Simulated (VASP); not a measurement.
# Mn (Fd-3m) in VASP: notebook

The runs below take Mn through single point, with r2SCAN.

All numbers are computed with VASP 6.6.1; they aren't measurements. Logs are shortened: lines on timing, memory, paths and dates and some standing lists are left out, and cuts for length are marked.

**1. The cell of the first run**

It takes space group Fd-3m (No. 227, cubic). Conventional cell: a = 4.895 Å, b = 4.895 Å, c = 4.895 Å, α = 90.00°, β = 90.00°, γ = 90.00°. Within 2.8 Å of Mn (site symmetry -43m) lie 4 Mn at 2.12 Å.

**2. Single point, r2SCAN, collinear spin, ferromagnetic start**

POSCAR reads:

```
Mn
1.0
    0.0000000000      2.4473900657      2.4473900657
    2.4473900657      0.0000000000      2.4473900657
    2.4473900657      2.4473900657      0.0000000000
Mn
2
Direct
    0.1250000000      0.1250000000      0.1250000000
    0.8750000000      0.8750000000      0.8750000000
```

INCAR.step1 reads:

```
SYSTEM = Mn
PREC = Accurate
ENCUT = 520
ISMEAR = -1
SIGMA = 0.05
LREAL = .False.
LASPH = .True.
NELM = 150
ISPIN = 2
MAGMOM = 3 3
LMAXMIX = 4
NBANDS = 24
GGA = PE
ALGO = Normal
EDIFF = 1E-4
LWAVE = .True.
LCHARG = .False.
```

INCAR.step2 reads:

```
SYSTEM = Mn
PREC = Accurate
ENCUT = 520
EDIFF = 1E-6
ISMEAR = -1
SIGMA = 0.05
LREAL = .False.
LASPH = .True.
NELM = 150
ALGO = Normal
ISIF = 2
LWAVE = .False.
LCHARG = .False.
ISPIN = 2
MAGMOM = 3 3
LORBIT = 11
LMAXMIX = 4
METAGGA = R2SCAN
LMIXTAU = .True.
NBANDS = 24
ISTART = 1
```

KPOINTS reads:

```
regular mesh
0
Gamma
  11 11 11
  0 0 0
```

Potentials or basis: VASP PAW PBE potentials, release 64 (Mn_pv).

The run is started by

```bash
cat potpaw_PBE.64/Mn_pv/POTCAR > POTCAR
cp INCAR.step1 INCAR
mpirun -np 1 vasp_std > vasp.out
cp INCAR.step2 INCAR
mpirun -np 1 vasp_std > vasp.out
```

OUTCAR:

```text
SYSTEM = Mn
   PREC = Accurate
   ENCUT = 520
   EDIFF = 1E-6
   ISMEAR = -1
   LREAL = .False.
   LASPH = .True.
   NELM = 150
   ISIF = 2
   ISPIN = 2
   LORBIT = 11
   METAGGA = R2SCAN
   ISTART = 1

 ion  position               nearest neighbor table
   1  0.125  0.125  0.125-   2 2.12   2 2.12   2 2.12   2 2.12
   2  0.875  0.875  0.875-   1 2.12   1 2.12   1 2.12   1 2.12

  LATTYP: Found a face centered cubic cell.
 ALAT       =     4.8947801314

  Lattice vectors:

 A1 = (   0.0000000000,   2.4473900657,   2.4473900657)
 A2 = (   2.4473900657,   0.0000000000,   2.4473900657)
 A3 = (   2.4473900657,   2.4473900657,   0.0000000000)

Analysis of symmetry for initial positions (statically):
=====================================================================
 Subroutine PRICEL returns:
 Original cell was already a primitive cell.

 Routine SETGRP: Setting up the symmetry group for a
 face centered cubic supercell.

 Subroutine GETGRP returns: Found 48 space group operations
 (whereof 12 operations were pure point group operations)
 out of a pool of 48 trial point group operations.

The static configuration has the point symmetry D_3d.
 The point group associated with its full space group is O_h .

Analysis of symmetry for dynamics (positions and initial velocities):
=====================================================================
 Subroutine PRICEL returns:
 Original cell was already a primitive cell.

 Routine SETGRP: Setting up the symmetry group for a
 face centered cubic supercell.

 Subroutine GETGRP returns: Found 48 space group operations
 (whereof 12 operations were pure point group operations)
 out of a pool of 48 trial point group operations.

The dynamic configuration has the point symmetry D_3d.
 The point group associated with its full space group is O_h .

Analysis of structural, dynamic, and magnetic symmetry:
=====================================================================
 Subroutine PRICEL returns:
 Original cell was already a primitive cell.

 Routine SETGRP: Setting up the symmetry group for a
 face centered cubic supercell.

 Subroutine GETGRP returns: Found 48 space group operations
 (whereof 12 operations were pure point group operations)
 out of a pool of 48 trial point group operations.

The overall configuration has the point symmetry D_3d.
 The point group associated with its full space group is O_h .

 Subroutine INISYM returns: Found 48 space group operations
 (whereof 12 operations are pure point group operations),
 and found     1 'primitive' translations

----------------------------------------------------------------------------------------

                                     Primitive cell

  volume of cell :      29.3184

  direct lattice vectors                    reciprocal lattice vectors
     0.000000000  2.447390066  2.447390066    -0.204299268  0.204299268  0.204299268
     2.447390066  0.000000000  2.447390066     0.204299268 -0.204299268  0.204299268
     2.447390066  2.447390066  0.000000000     0.204299268  0.204299268 -0.204299268

  length of vectors
     3.461132223  3.461132223  3.461132223     0.353856713  0.353856713  0.353856713

  position of ions in fractional coordinates (direct lattice)
     0.125000000  0.125000000  0.125000000
     0.875000000  0.875000000  0.875000000

  ion indices of the primitive-cell ions
   primitive index   ion index
                 1           1
                 2           2

----------------------------------------------------------------------------------------

 KPOINTS: regular mesh

Automatic generation of k-mesh.
 Grid dimensions read from file:
 generate k-points for:   11   11   11

 Generating k-lattice:

  Cartesian coordinates                     Fractional coordinates (reciprocal lattice)
    -0.018572661  0.018572661  0.018572661     0.090909091  0.000000000  0.000000000
     0.018572661 -0.018572661  0.018572661     0.000000000  0.090909091  0.000000000
     0.018572661  0.018572661 -0.018572661     0.000000000  0.000000000  0.090909091

  Length of vectors
     0.032168792  0.032168792  0.032168792

  Shift w.r.t. Gamma in fractional coordinates (k-lattice)
     0.000000000  0.000000000  0.000000000

 Subroutine IBZKPT returns following result:
 ===========================================

 Found     56 irreducible k-points:

 Following reciprocal coordinates:
            Coordinates               Weight
  0.000000  0.000000  0.000000      1.000000
  0.090909  0.000000  0.000000      8.000000
  0.181818  0.000000  0.000000      8.000000
  0.272727  0.000000  0.000000      8.000000
  0.363636  0.000000  0.000000      8.000000
  0.454545  0.000000  0.000000      8.000000
[... 16 lines left out ...]
 -0.272727  0.181818  0.000000     24.000000
 -0.181818  0.181818  0.000000     12.000000
 [... further k-points ...]
   k-points           NKPTS =     56   k-points in BZ     NKDIM =     56   number of bands    NBANDS=     24
   number of dos      NEDOS =    301   number of ions     NIONS =      2
   total plane-waves  NPLWV =  21952
   dimension x,y,z NGX =    28 NGY =   28 NGZ =   28
   dimension x,y,z NGXF=    56 NGYF=   56 NGZF=   56
   ions per type =               2
   NGX,Y,Z   is equivalent  to a cutoff of  13.45, 13.45, 13.45 a.u.
   NGXF,Y,Z  is equivalent  to a cutoff of  26.90, 26.90, 26.90 a.u.
 SYSTEM =  Mn
   PREC   = accura    normal or accurate (medium, high low for compatibility)
   ISTART =      1    job   : 0-new  1-cont  2-samecut
   ICHARG =      0    charge: 1-file 2-atom 10-const
   ISPIN  =      2    spin polarized calculation?
   LNONCOLLINEAR =      F non collinear calculations
   LSORBIT =      F    spin-orbit coupling
   LASPH  =      T    aspherical Exc in radial PAW
   ENCUT  =  520.0 eV  38.22 Ry    6.18 a.u.   6.44  6.44  6.44*2*pi/ulx,y,z
   NELM   =    150;   NELMIN=  2; NELMDL=  0     # of ELM steps
   EDIFF  = 0.1E-05   stopping-criterion for ELM
   LREAL  =      F    real-space projection
   EDIFFG = 0.1E-04   stopping-criterion for IOM
   NSW    =      0    number of steps for IOM
   IBRION =     -1    ionic relax: 0-MD 1-quasi-New 2-CG
   NFREE  =      0    steps in history (QN), initial steepest desc. (CG)
   ISIF   =      2    stress and relaxation
   ISYM   =      2    0-nonsym 1-usesym 2-fastsym
   POTIM  = 0.5000    time-step for ionic-motion
   TEBEG  =    0.0;   TEEND  =   0.0 temperature during run
   PSTRESS=    0.0 pullay stress
   NELECT =      26.0000    total number of electrons
   NUPDOWN=      -1.0000    fix difference up-down
   EMIN   =  10.00;   EMAX   =-10.00  energy-range for DOS
   EFERMI =   0.00;   METHOD = LEGACY
   ISMEAR =    -1;   SIGMA  =   0.05  broadening in eV -4-tet -1-fermi 0-gaus
   EFERMI_NEDOS =   21; number of points for ismear=-14 and -15
   IALGO  =     38    algorithm
   IMIX   =      4    mixing-type and parameters
     AMIX     =   0.40;   BMIX     =  1.00
     AMIX_MAG =   1.60;   BMIX_MAG =  1.00
  volume/ion in A,a.u.               =      14.66        98.93
  Fermi-wavevector in a.u.,A,eV,Ry     =   1.572846  2.972247 33.658681  2.473843
  Thomas-Fermi vector in A             =   2.674219
   LORBIT       =     11    0 simple, 1 ext, 2 COOP (PROOUT), +10 PAW based schemes
   METAGGA = R2SCAN    functional components
   LHFCALC =     F    Hartree Fock is set to
   AEXX    =    0.0000 exact exchange contribution
   IVDW    =     0    specifies the selected vdW correction
   LEPSILON=     F    determine dielectric tensor
   LRPA    =     F    only Hartree local field effects (RPA)
 spin polarized calculation
  energy-cutoff  :      520.00
  volume of cell :       29.32
 maximum number of plane-waves:       806
 NGX is ok and might be reduce to    28
   NGX = 13   NGY = 13   NGZ = 13

 number of electron      25.9999995 magnetization      -0.0000006

 number of electron      25.9999995 magnetization       0.0000000

 Free energy of the ion-electron system (eV)
  ---------------------------------------------------
  ext. energy  EPLUGINS =         0.00000000
  ---------------------------------------------------
  free energy    TOTEN  =       -25.79454729 eV

  energy without entropy =      -25.78545428  energy(sigma->0) =      -25.79000079

 E-fermi :   6.3492     XC(G=0): -12.8367

 val. band max:        6.3406338657   @ k =  -0.3636   0.4545   0.0909
 cond. band min:       6.3757952606   @ k =  -0.2727   0.2727   0.0000
 fundamental gap:      0.0351613949
 Fermi energy:         6.3491799008

 spin component 1

 k-point     1 :       0.0000    0.0000    0.0000
  band No.  band energies     occupation
      1     -43.3978      1.00000
      2     -43.3978      1.00000
      3     -43.3977      1.00000
      4     -42.5672      1.00000
      5     -42.5672      1.00000
      6     -42.5671      1.00000
[... 16 lines left out ...]
     23      22.2036      0.00000
     24      23.0266      0.00000

 k-point     2 :       0.0909    0.0000    0.0000
  band No.  band energies     occupation
      1     -43.4063      1.00000
      2     -43.4062      1.00000
      3     -43.3974      1.00000
      4     -42.5694      1.00000
      5     -42.5587      1.00000
      6     -42.5586      1.00000
[... 16 lines left out ...]
     23      23.2197      0.00000
     24      24.3586      0.00000

 k-point     3 :       0.1818    0.0000    0.0000
  band No.  band energies     occupation
      1     -43.4281      1.00000
      2     -43.4280      1.00000
      3     -43.3966      1.00000
      4     -42.5751      1.00000
      5     -42.5367      1.00000
      6     -42.5366      1.00000
[... 16 lines left out ...]
     23      23.8879      0.00000
     24      24.8973      0.00000
[... 514 lines left out ...]
 k-point    23 :      -0.2727    0.1818    0.0000
  band No.  band energies     occupation
      1     -43.5530      1.00000
      2     -43.4808      1.00000
      3     -43.3039      1.00000
      4     -42.6734      1.00000
      5     -42.4833      1.00000
      6     -42.4194      1.00000
[... 16 lines left out ...]
     23      24.9616      0.00000
     24      25.6126      0.00000

 k-point    24 :      -0.1818    0.1818    0.0000
  band No.  band energies     occupation
      1     -43.5162      1.00000
      2     -43.4539      1.00000
      3     -43.3397      1.00000
      4     -42.6356      1.00000
      5     -42.5104      1.00000
      6     -42.4532      1.00000
[... 16 lines left out ...]
     23      23.9073      0.00000
     24      24.4937      0.00000

 [... further k-points ...]

 spin component 2

 k-point     1 :       0.0000    0.0000    0.0000
  band No.  band energies     occupation
      1     -43.3978      1.00000
      2     -43.3978      1.00000
      3     -43.3977      1.00000
      4     -42.5672      1.00000
      5     -42.5672      1.00000
      6     -42.5671      1.00000
[... 16 lines left out ...]
     23      22.2036      0.00000
     24      23.0266      0.00000

 k-point     2 :       0.0909    0.0000    0.0000
  band No.  band energies     occupation
      1     -43.4063      1.00000
      2     -43.4062      1.00000
      3     -43.3974      1.00000
      4     -42.5694      1.00000
      5     -42.5587      1.00000
      6     -42.5586      1.00000
[... 16 lines left out ...]
     23      23.2197      0.00000
     24      24.3586      0.00000

 k-point     3 :       0.1818    0.0000    0.0000
  band No.  band energies     occupation
      1     -43.4281      1.00000
      2     -43.4280      1.00000
      3     -43.3966      1.00000
      4     -42.5751      1.00000
      5     -42.5367      1.00000
      6     -42.5366      1.00000
[... 16 lines left out ...]
     23      23.8879      0.00000
     24      24.8973      0.00000
[... 514 lines left out ...]
 k-point    23 :      -0.2727    0.1818    0.0000
  band No.  band energies     occupation
      1     -43.5530      1.00000
      2     -43.4808      1.00000
      3     -43.3039      1.00000
      4     -42.6734      1.00000
      5     -42.4833      1.00000
      6     -42.4194      1.00000
[... 16 lines left out ...]
     23      24.9616      0.00000
     24      25.6126      0.00000

 k-point    24 :      -0.1818    0.1818    0.0000
  band No.  band energies     occupation
      1     -43.5162      1.00000
      2     -43.4539      1.00000
      3     -43.3397      1.00000
      4     -42.6356      1.00000
      5     -42.5104      1.00000
      6     -42.4532      1.00000
[... 16 lines left out ...]
     23      23.9073      0.00000
     24      24.4937      0.00000

 [... further k-points ...]
[... 5 lines left out ...]
  --------------------------------------------------------------------------------------
  -------------------------------------------------------------------------------------
  Total        0.1633285      0.1633285      0.1633285      0.0000000      0.0000000      0.0000000
  in kB        8.9255072      8.9255072      8.9255072      0.0000000      0.0000000      0.0000000
  external PRESSURE =       8.9255072 kB  Pullay stress =       0.0000000 kB

 VOLUME and BASIS-vectors are now :
 -----------------------------------------------------------------------------
  energy-cutoff  :      520.00
  volume of cell :       29.32
      direct lattice vectors                 reciprocal lattice vectors
     0.000000000  2.447390066  2.447390066    -0.204299268  0.204299268  0.204299268
     2.447390066  0.000000000  2.447390066     0.204299268 -0.204299268  0.204299268
     2.447390066  2.447390066  0.000000000     0.204299268  0.204299268 -0.204299268

 POSITION                                       TOTAL-FORCE (eV/Angst)
 -----------------------------------------------------------------------------------
      0.61185      0.61185      0.61185         0.000000      0.000000      0.000000
      4.28293      4.28293      4.28293        -0.000000     -0.000000     -0.000000
 -----------------------------------------------------------------------------------
    total drift:                                0.000000     -0.000000     -0.000000

  FREE ENERGIE OF THE ION-ELECTRON SYSTEM (eV)
  ---------------------------------------------------
  free  energy   TOTEN  =       -25.7945472933 eV

  energy  without entropy=      -25.7854542838  energy(sigma->0) =      -25.79000079

 total charge

# of ion       s       p       d       tot
------------------------------------------
    1        0.527   6.292   5.333  12.152
    2        0.527   6.292   5.333  12.152
--------------------------------------------------
tot          1.054  12.584  10.665  24.303

 magnetization (x)

# of ion       s       p       d       tot
------------------------------------------
    1        0.000  -0.000  -0.000  -0.000
    2        0.000  -0.000  -0.000  -0.000
--------------------------------------------------
tot          0.000  -0.000  -0.000  -0.000
```

It took 2.1 min on 1 thread of Intel Xeon 6975P-C (Granite Rapids), shared host; peak memory 0.21 GiB.

Results:

| Property | Result |
| --- | --- |
| Free energy | -25.7945 eV |
| Pressure | 0.9 GPa |
| Band gap on the k mesh | zero (filled and empty bands overlap) |
| Net moment | 0.00 μB per cell |
| Valence electrons inside the program's atomic spheres | Mn 12.15 |

Levels at points of the mesh, in eV from the Fermi level:
Spin up:
```
           k point  band 11  band 12  band 13  band 14  band 15  band 16
(0.00, 0.00, 0.00)    -1.97    -1.97     0.46     0.46     0.46     2.53
```
Spin down:
```csv
k point,band 11,band 12,band 13,band 14,band 15,band 16
"(0.00, 0.00, 0.00)",-1.97,-1.97,0.46,0.46,0.46,2.53
```

Caveat: the starting moments collapsed, and a magnetic state may lie lower; the PAW data sets were made with another functional, which shifts forces and pressure a little.

**3. Single point, r2SCAN, collinear spin, antiferromagnetic start (volume scaled by 0.88)**

POSCAR reads:

```
Mn
1.0
    0.0000000000      2.3452946717      2.3452946717
    2.3452946717      0.0000000000      2.3452946717
    2.3452946717      2.3452946717      0.0000000000
Mn
2
Direct
    0.1250000000      0.1250000000      0.1250000000
    0.8750000000      0.8750000000      0.8750000000
```

INCAR.step1 reads:

```
SYSTEM = Mn
ALGO     = Normal         ! electronic algorithm
EDIFF    = 1E-4           ! SCF threshold, eV
ENCUT    = 520            ! plane-wave cutoff, eV
GGA      = PE             ! functional
ISMEAR   = -1             ! smearing method
ISPIN    = 2              ! spin polarisation
LASPH    = .TRUE.         ! aspherical terms in the spheres
LCHARG   = .FALSE.        ! write CHGCAR
LMAXMIX  = 4              ! l up to which the mixer works
LREAL    = .FALSE.        ! projectors in reciprocal space
LWAVE    = .TRUE.         ! write WAVECAR
MAGMOM   = -2.264 2.264   ! initial moments
NBANDS   = 24             ! bands
NELM     = 150            ! most SCF steps
PREC     = Accurate       ! precision mode
SIGMA    = 0.05           ! smearing width, eV
```

INCAR.step2 reads:

```
SYSTEM = Mn
ALGO     = Normal         ! electronic algorithm
EDIFF    = 1E-6           ! SCF threshold, eV
ENCUT    = 520            ! plane-wave cutoff, eV
ISIF     = 2              ! what is computed and relaxed
ISMEAR   = -1             ! smearing method
ISPIN    = 2              ! spin polarisation
ISTART   = 1            
LASPH    = .TRUE.         ! aspherical terms in the spheres
LCHARG   = .TRUE.         ! write CHGCAR
LELF     = .TRUE.         ! ELF
LMAXMIX  = 4              ! l up to which the mixer works
LMIXTAU  = .TRUE.       
LORBIT   = 11             ! projections on sites
LREAL    = .FALSE.        ! projectors in reciprocal space
LVHAR    = .TRUE.       
LWAVE    = .FALSE.        ! write WAVECAR
MAGMOM   = -2.264 2.264   ! initial moments
METAGGA  = R2SCAN         ! meta-GGA
NBANDS   = 24             ! bands
NELM     = 150            ! most SCF steps
PREC     = Accurate       ! precision mode
SIGMA    = 0.05           ! smearing width, eV
```

KPOINTS reads:

```
k-points
0
G
  13 13 13
  0 0 0
```

Potentials or basis: VASP PAW PBE potentials, release 64 (Mn_pv).

The run is started by

```bash
cat potpaw_PBE.64/Mn_pv/POTCAR > POTCAR
cp INCAR.step1 INCAR
mpirun -np 1 vasp_std > vasp.out
cp INCAR.step2 INCAR
mpirun -np 1 vasp_std > vasp.out
```

Run time: 5.6 min. Hardware: 1 thread of Intel Xeon 6975P-C (Granite Rapids), shared host; peak memory 0.23 GiB.

Results (log left out):

| Property | Result |
| --- | --- |
| Free energy | -25.4949 eV |
| Pressure | 29.2 GPa |
| Band gap on the k mesh | zero (filled and empty bands overlap) |
| Net moment | 0.00 μB per cell |
| Valence electrons inside the program's atomic spheres | Mn 12.40 |

Levels at points of the mesh, in eV from the Fermi level:
Spin up:
| k point | band 9 | band 10 | band 11 | band 12 | band 13 | band 14 | band 15 | band 16 | band 17 | band 18 |
| --- | --- | --- | --- | --- | --- | --- | --- | --- | --- | --- |
| (0.00, 0.00, 0.00) | -2.71 | -2.22 | -2.22 | -2.22 | 0.54 | 0.54 | 0.54 | 2.99 | 2.99 | 16.59 |
Spin down:
```
           k point  band 11  band 12  band 13  band 14  band 15  band 16
(0.00, 0.00, 0.00)    -2.22    -2.22     0.54     0.54     0.54     2.99
```

Caveat: the starting moments collapsed, and a magnetic state may lie lower; the PAW data sets were made with another functional, which shifts forces and pressure a little.
